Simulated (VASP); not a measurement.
# BAs (P6_3/mmc) in VASP: notebook

The runs below take BAs through single point, with r2SCAN.

Program: VASP 6.6.1. These are calculated values, not measurements. Logs are shortened: lines on timing, memory, paths and dates and some standing lists are left out, and cuts for length are marked.

### 1 The cell of the first run

Symmetry: P6_3/mmc, No. 194, hexagonal system. Conventional cell: a = 3.332 Å, b = 3.332 Å, c = 8.656 Å, α = 90.00°, β = 90.00°, γ = 120.00°. B (site symmetry -6m2) has 3 As at 1.92 Å within 2.6 Å. Within 2.6 Å of As (site symmetry -6m2) lie 3 B at 1.92 Å.

### 2 Single point, r2SCAN (20.81 Å³/atom)

The input, POSCAR:

```
BAs
1.0
    3.3318567971      0.0000000000      0.0000000000
   -1.6659283986      2.8854726280      0.0000000000
    0.0000000000      0.0000000000      8.6562536631
B As
2 2
Direct
    0.3333333333      0.6666666667      0.2500000000
    0.6666666667      0.3333333333      0.7500000000
    0.6666666667      0.3333333333      0.2500000000
    0.3333333333      0.6666666667      0.7500000000
```

The input, INCAR.step1:

```
SYSTEM = BAs
  PREC = Accurate
  ENCUT = 660
  ISMEAR = 0
  SIGMA = 0.01
  LREAL = .False.
  LASPH = .True.
  NELM = 120
  NBANDS = 26
  GGA = PE
  ALGO = Normal
  EDIFF = 1E-5
  LWAVE = .True.
  LCHARG = .False.
  GGA_COMPAT = .False.
```

The input, INCAR.step2:

```
SYSTEM = BAs
  PREC = Accurate
  ENCUT = 660
  EDIFF = 1E-6
  ISMEAR = 0
  SIGMA = 0.01
  LREAL = .False.
  LASPH = .True.
  NELM = 120
  ALGO = Normal
  ISIF = 2
  LWAVE = .False.
  LCHARG = .False.
  METAGGA = R2SCAN
  LMIXTAU = .True.
  NBANDS = 26
  ISTART = 1
  GGA_COMPAT = .False.
```

The input, KPOINTS:

```
Automatic mesh
0
Gamma
  9 9 4
  0 0 0
```

Potentials or basis: VASP PAW PBE potentials, release 64 (B, As_d).

On the command line:

```
$ cat potpaw_PBE.64/B/POTCAR potpaw_PBE.64/As_d/POTCAR > POTCAR
$ cp INCAR.step1 INCAR
$ mpirun -np 1 vasp_std > vasp.out
$ cp INCAR.step2 INCAR
$ mpirun -np 1 vasp_std > vasp.out
```

OUTCAR:

```text
SYSTEM = BAs
   PREC = Accurate
   ENCUT = 660
   EDIFF = 1E-6
   ISMEAR = 0
   LREAL = .False.
   LASPH = .True.
   NELM = 120
   ISIF = 2
   METAGGA = R2SCAN
   ISTART = 1

 ion  position               nearest neighbor table
   1  0.333  0.667  0.250-   3 1.92   3 1.92   3 1.92
   2  0.667  0.333  0.750-   4 1.92   4 1.92   4 1.92
   3  0.667  0.333  0.250-   1 1.92   1 1.92   1 1.92
   4  0.333  0.667  0.750-   2 1.92   2 1.92   2 1.92

  LATTYP: Found a hexagonal cell.
 ALAT       =     3.3318567971
 C/A-ratio  =     2.5980269232

  Lattice vectors:

 A1 = (   3.3318567971,   0.0000000000,   0.0000000000)
 A2 = (  -1.6659283986,   2.8854726280,   0.0000000000)
 A3 = (   0.0000000000,   0.0000000000,   8.6562536631)

Analysis of symmetry for initial positions (statically):
=====================================================================
 Subroutine PRICEL returns:
 Original cell was already a primitive cell.

 Routine SETGRP: Setting up the symmetry group for a
 hexagonal supercell.

 Subroutine GETGRP returns: Found 24 space group operations
 (whereof 12 operations were pure point group operations)
 out of a pool of 24 trial point group operations.

The static configuration has the point symmetry D_3d.
 The point group associated with its full space group is D_6h.

Analysis of symmetry for dynamics (positions and initial velocities):
=====================================================================
 Subroutine PRICEL returns:
 Original cell was already a primitive cell.

 Routine SETGRP: Setting up the symmetry group for a
 hexagonal supercell.

 Subroutine GETGRP returns: Found 24 space group operations
 (whereof 12 operations were pure point group operations)
 out of a pool of 24 trial point group operations.

The dynamic configuration has the point symmetry D_3d.
 The point group associated with its full space group is D_6h.

 Subroutine INISYM returns: Found 24 space group operations
 (whereof 12 operations are pure point group operations),
 and found     1 'primitive' translations

----------------------------------------------------------------------------------------

                                     Primitive cell

  volume of cell :      83.2211

  direct lattice vectors                    reciprocal lattice vectors
     3.331856797  0.000000000  0.000000000     0.300132947  0.173281838  0.000000000
    -1.665928399  2.885472628  0.000000000     0.000000000  0.346563676  0.000000000
     0.000000000  0.000000000  8.656253663     0.000000000  0.000000000  0.115523417

  length of vectors
     3.331856797  3.331856797  8.656253663     0.346563676  0.346563676  0.115523417

  position of ions in fractional coordinates (direct lattice)
     0.333333333  0.666666667  0.250000000
     0.666666667  0.333333333  0.750000000
     0.666666667  0.333333333  0.250000000
     0.333333333  0.666666667  0.750000000

  ion indices of the primitive-cell ions
   primitive index   ion index
                 1           1
                 2           2
                 3           3
                 4           4

----------------------------------------------------------------------------------------

 KPOINTS: Automatic mesh

Automatic generation of k-mesh.
 Grid dimensions read from file:
 generate k-points for:    9    9    4

 Generating k-lattice:

  Cartesian coordinates                     Fractional coordinates (reciprocal lattice)
     0.033348105  0.019253538  0.000000000     0.111111111  0.000000000  0.000000000
     0.000000000  0.038507075  0.000000000     0.000000000  0.111111111  0.000000000
     0.000000000  0.000000000  0.028880854     0.000000000  0.000000000  0.250000000

  Length of vectors
     0.038507075  0.038507075  0.028880854

  Shift w.r.t. Gamma in fractional coordinates (k-lattice)
     0.000000000  0.000000000  0.000000000

 Subroutine IBZKPT returns following result:
 ===========================================

 Found     36 irreducible k-points:

 Following reciprocal coordinates:
            Coordinates               Weight
  0.000000  0.000000  0.000000      1.000000
  0.111111 -0.000000  0.000000      6.000000
  0.222222 -0.000000  0.000000      6.000000
  0.333333 -0.000000  0.000000      6.000000
  0.444444 -0.000000  0.000000      6.000000
  0.111111  0.111111  0.000000      6.000000
[... 16 lines left out ...]
  0.333333  0.222222  0.250000     24.000000
  0.333333  0.333333  0.250000      4.000000
 [... further k-points ...]
   k-points           NKPTS =     36   k-points in BZ     NKDIM =     36   number of bands    NBANDS=     26
   number of dos      NEDOS =    301   number of ions     NIONS =      4
   total plane-waves  NPLWV =  62720
   dimension x,y,z NGX =    28 NGY =   28 NGZ =   80
   dimension x,y,z NGXF=    56 NGYF=   56 NGZF=  160
   ions per type =               2   2
   NGX,Y,Z   is equivalent  to a cutoff of  13.97, 13.97, 15.36 a.u.
   NGXF,Y,Z  is equivalent  to a cutoff of  27.94, 27.94, 30.73 a.u.
 SYSTEM =  BAs
   PREC   = accura    normal or accurate (medium, high low for compatibility)
   ISTART =      1    job   : 0-new  1-cont  2-samecut
   ICHARG =      0    charge: 1-file 2-atom 10-const
   ISPIN  =      1    spin polarized calculation?
   LNONCOLLINEAR =      F non collinear calculations
   LSORBIT =      F    spin-orbit coupling
   LASPH  =      T    aspherical Exc in radial PAW
   ENCUT  =  660.0 eV  48.51 Ry    6.96 a.u.   6.98  6.98 18.13*2*pi/ulx,y,z
   NELM   =    120;   NELMIN=  2; NELMDL=  0     # of ELM steps
   EDIFF  = 0.1E-05   stopping-criterion for ELM
   LREAL  =      F    real-space projection
   EDIFFG = 0.1E-04   stopping-criterion for IOM
   NSW    =      0    number of steps for IOM
   IBRION =     -1    ionic relax: 0-MD 1-quasi-New 2-CG
   NFREE  =      0    steps in history (QN), initial steepest desc. (CG)
   ISIF   =      2    stress and relaxation
   ISYM   =      2    0-nonsym 1-usesym 2-fastsym
   POTIM  = 0.5000    time-step for ionic-motion
   TEBEG  =    0.0;   TEEND  =   0.0 temperature during run
   PSTRESS=    0.0 pullay stress
   NELECT =      36.0000    total number of electrons
   NUPDOWN=      -1.0000    fix difference up-down
   EMIN   =  10.00;   EMAX   =-10.00  energy-range for DOS
   EFERMI =   0.00;   METHOD = LEGACY
   ISMEAR =     0;   SIGMA  =   0.01  broadening in eV -4-tet -1-fermi 0-gaus
   EFERMI_NEDOS =   21; number of points for ismear=-14 and -15
   IALGO  =     38    algorithm
   IMIX   =      4    mixing-type and parameters
     AMIX     =   0.40;   BMIX     =  1.00
     AMIX_MAG =   1.60;   BMIX_MAG =  1.00
  volume/ion in A,a.u.               =      20.81       140.40
  Fermi-wavevector in a.u.,A,eV,Ry     =   1.238125  2.339717 20.857107  1.532954
  Thomas-Fermi vector in A             =   2.372664
   LORBIT       =      0    0 simple, 1 ext, 2 COOP (PROOUT), +10 PAW based schemes
   METAGGA = R2SCAN    functional components
   LHFCALC =     F    Hartree Fock is set to
   AEXX    =    0.0000 exact exchange contribution
   IVDW    =     0    specifies the selected vdW correction
   LEPSILON=     F    determine dielectric tensor
   LRPA    =     F    only Hartree local field effects (RPA)
 non-spin polarized calculation
 Gauss-broadening in eV      SIGMA  =   0.01
  energy-cutoff  :      660.00
  volume of cell :       83.22
 maximum number of plane-waves:      3237
 NGX is ok and might be reduce to    28
   NGX = 13   NGY = 13   NGZ = 37

 number of electron      36.0000002 magnetization

 Free energy of the ion-electron system (eV)
  ---------------------------------------------------
  ext. energy  EPLUGINS =         0.00000000
  ---------------------------------------------------
  free energy    TOTEN  =       -42.92711634 eV

  energy without entropy =      -42.92711634  energy(sigma->0) =      -42.92711634

 E-fermi :   1.0722     XC(G=0):  -9.3274

 val. band max:        0.9669678816   @ k =   0.3333   0.3333   0.5000
 cond. band min:       1.9139478790   @ k =   0.3333   0.3333   0.5000
 fundamental gap:      0.9469799975
 Fermi energy:         1.0722351799

 k-point     1 :       0.0000    0.0000    0.0000
  band No.  band energies     occupation
      1     -35.2685      2.00000
      2     -35.2685      2.00000
      3     -35.2685      2.00000
      4     -35.2685      2.00000
      5     -35.2641      2.00000
      6     -35.2640      2.00000
[... 18 lines left out ...]
     25       6.3421      0.00000
     26       9.0845      0.00000

 k-point     2 :       0.1111   -0.0000    0.0000
  band No.  band energies     occupation
      1     -35.2681      2.00000
      2     -35.2681      2.00000
      3     -35.2661      2.00000
      4     -35.2661      2.00000
      5     -35.2629      2.00000
      6     -35.2628      2.00000
[... 18 lines left out ...]
     25       7.3216      0.00000
     26       8.4905      0.00000

 k-point     3 :       0.2222   -0.0000    0.0000
  band No.  band energies     occupation
      1     -35.2681      2.00000
      2     -35.2681      2.00000
      3     -35.2601      2.00000
      4     -35.2601      2.00000
      5     -35.2590      2.00000
      6     -35.2590      2.00000
[... 18 lines left out ...]
     25       9.0740      0.00000
     26       9.1458      0.00000

 k-point     4 :       0.3333   -0.0000    0.0000
  band No.  band energies     occupation
      1     -35.2685      2.00000
      2     -35.2685      2.00000
      3     -35.2543      2.00000
      4     -35.2542      2.00000
      5     -35.2533      2.00000
      6     -35.2533      2.00000
[... 18 lines left out ...]
     25      10.4101      0.00000
     26      11.6750      0.00000

 k-point     5 :       0.4444   -0.0000    0.0000
  band No.  band energies     occupation
      1     -35.2688      2.00000
      2     -35.2688      2.00000
      3     -35.2511      2.00000
      4     -35.2510      2.00000
      5     -35.2489      2.00000
      6     -35.2489      2.00000
[... 18 lines left out ...]
     25      10.2681      0.00000
     26      12.4698      0.00000

 k-point     6 :       0.1111    0.1111    0.0000
  band No.  band energies     occupation
      1     -35.2669      2.00000
      2     -35.2669      2.00000
      3     -35.2641      2.00000
      4     -35.2640      2.00000
      5     -35.2593      2.00000
      6     -35.2592      2.00000
[... 427 lines left out ...]
 k-point    21 :       0.4444    0.1111    0.2500
  band No.  band energies     occupation
      1     -35.2667      2.00000
      2     -35.2667      2.00000
      3     -35.2513      2.00000
      4     -35.2512      2.00000
      5     -35.2488      2.00000
      6     -35.2488      2.00000
[... 18 lines left out ...]
     25       9.2629      0.00000
     26      11.3740      0.00000

 k-point    22 :       0.2222    0.2222    0.2500
  band No.  band energies     occupation
      1     -35.2623      2.00000
      2     -35.2623      2.00000
      3     -35.2590      2.00000
      4     -35.2590      2.00000
      5     -35.2498      2.00000
      6     -35.2498      2.00000
[... 18 lines left out ...]
     25       8.7807      0.00000
     26       8.8173      0.00000

 k-point    23 :       0.3333    0.2222    0.2500
  band No.  band energies     occupation
      1     -35.2614      2.00000
      2     -35.2614      2.00000
      3     -35.2544      2.00000
      4     -35.2544      2.00000
      5     -35.2497      2.00000
      6     -35.2497      2.00000
[... 18 lines left out ...]
     25       9.5756      0.00000
     26      10.2729      0.00000

 k-point    24 :       0.3333    0.3333    0.2500
  band No.  band energies     occupation
      1     -35.2572      2.00000
      2     -35.2572      2.00000
      3     -35.2541      2.00000
      4     -35.2541      2.00000
      5     -35.2523      2.00000
      6     -35.2523      2.00000
[... 18 lines left out ...]
     25      10.4803      0.00000
     26      11.1642      0.00000

 [... further k-points ...]
[... 5 lines left out ...]
  --------------------------------------------------------------------------------------
  -------------------------------------------------------------------------------------
  Total        2.2762310      2.2762310     -0.0040589     -0.0000000      0.0000000      0.0000000
  in kB       43.8221467     43.8221467     -0.0781420     -0.0000000      0.0000000      0.0000000
  external PRESSURE =      29.1887171 kB  Pullay stress =       0.0000000 kB

 VOLUME and BASIS-vectors are now :
 -----------------------------------------------------------------------------
  energy-cutoff  :      660.00
  volume of cell :       83.22
      direct lattice vectors                 reciprocal lattice vectors
     3.331856797  0.000000000  0.000000000     0.300132947  0.173281838  0.000000000
    -1.665928399  2.885472628  0.000000000     0.000000000  0.346563676  0.000000000
     0.000000000  0.000000000  8.656253663     0.000000000  0.000000000  0.115523417

 POSITION                                       TOTAL-FORCE (eV/Angst)
 -----------------------------------------------------------------------------------
     -0.00000      1.92365      2.16406         0.000000     -0.000000      0.000000
      1.66593      0.96182      6.49219        -0.000000      0.000000      0.000000
      1.66593      0.96182      2.16406        -0.000000      0.000000      0.000000
     -0.00000      1.92365      6.49219         0.000000     -0.000000      0.000000
 -----------------------------------------------------------------------------------
    total drift:                                0.000000     -0.000000      0.000000

  FREE ENERGIE OF THE ION-ELECTRON SYSTEM (eV)
  ---------------------------------------------------
  free  energy   TOTEN  =       -42.9271163403 eV

  energy  without entropy=      -42.9271163403  energy(sigma->0) =      -42.92711634
```

It took 3.4 min on 1 thread of Intel Xeon 6975P-C (Granite Rapids), shared host; peak memory 0.31 GiB.

Results:

| Quantity | Value |
| --- | --- |
| Free energy | -42.9271 eV |
| Pressure | 2.9 GPa |
| Band gap on the k mesh | 0.95 eV |

Levels at points of the mesh, in eV from the valence-band top:
```csv
k point,band 15,band 16,band 17,band 18,band 19,band 20,band 21,band 22
"(0.00, 0.00, 0.00)",-1.50,-1.50,-1.46,-1.46,3.57,4.68,4.96,5.28
"(0.00, 0.00, 0.50)",-1.48,-1.48,-1.48,-1.48,4.72,4.72,5.33,5.33
```

Caveat: the PAW data sets were made with another functional, which shifts forces and pressure a little; an odd mesh through Γ misses points on the zone boundary, where band edges can lie.

### 3 Single point, r2SCAN

This run uses another cell than the first one, of 21.45 Å³/atom.

The input, POSCAR:

```
BAs
1.0
    3.3658576842      0.0000000000      0.0000000000
   -1.6829288421      2.9149182600      0.0000000000
    0.0000000000      0.0000000000      8.7445888832
B As
2 2
Direct
    0.3333333333      0.6666666667      0.2500000000
    0.6666666667      0.3333333333      0.7500000000
    0.6666666667      0.3333333333      0.2500000000
    0.3333333333      0.6666666667      0.7500000000
```

The input, INCAR.step1:

```
PREC = Accurate
ENCUT = 660
ISMEAR = 0
SIGMA = 0.01
LREAL = False
LASPH = True
NELM = 120
NBANDS = 26
GGA = PE
ALGO = Normal
EDIFF = 1E-5
LWAVE = True
LCHARG = False
GGA_COMPAT = False
```

The input, INCAR.step2:

```
PREC = Accurate
ENCUT = 660
EDIFF = 1E-6
ISMEAR = 0
SIGMA = 0.01
LREAL = False
LASPH = True
NELM = 120
ALGO = Normal
ISIF = 2
LWAVE = False
LCHARG = False
METAGGA = R2SCAN
LMIXTAU = True
NBANDS = 26
ISTART = 1
GGA_COMPAT = False
```

The input, KPOINTS:

```
regular mesh
0
Gamma
  12 12 4
```

Potentials or basis: VASP PAW PBE potentials, release 64 (B, As_d).

On the command line:

```
$ cat potpaw_PBE.64/B/POTCAR potpaw_PBE.64/As_d/POTCAR > POTCAR
$ cp INCAR.step1 INCAR
$ mpirun -np 1 vasp_std > vasp.out
$ cp INCAR.step2 INCAR
$ mpirun -np 1 vasp_std > vasp.out
```

It took 8.6 min on 1 thread of Intel Xeon Platinum 8259CL at 2.50GHz (Skylake/Cascade Lake), shared host; peak memory 0.35 GiB.

Results (log left out):

```yaml
Free_energy: -42.9511 eV
Pressure: 0.1 GPa
Band_gap_on_the_k_mesh: 0.97 eV
```

Stress tensor (GPa, compression positive):
```
 0.20  0.00  0.00
 0.00  0.20  0.00
 0.00  0.00 -0.05
```

Levels at points of the mesh, in eV from the valence-band top:
| k point | band 16 | band 17 | band 18 | band 19 | band 20 | band 21 |
| --- | --- | --- | --- | --- | --- | --- |
| (0.00, 0.00, 0.00) | -1.53 | -1.49 | -1.49 | 3.61 | 4.30 | 4.56 |
| (0.50, 0.00, 0.00) | -3.71 | -1.50 | -0.58 | 1.15 | 2.30 | 2.81 |
| (0.00, 0.00, 0.50) | -1.51 | -1.51 | -1.51 | 4.36 | 4.36 | 5.22 |
| (0.50, 0.00, 0.50) | -3.73 | -1.07 | -1.07 | 1.64 | 1.64 | 2.90 |

Caveat: the PAW data sets were made with another functional, which shifts forces and pressure a little.
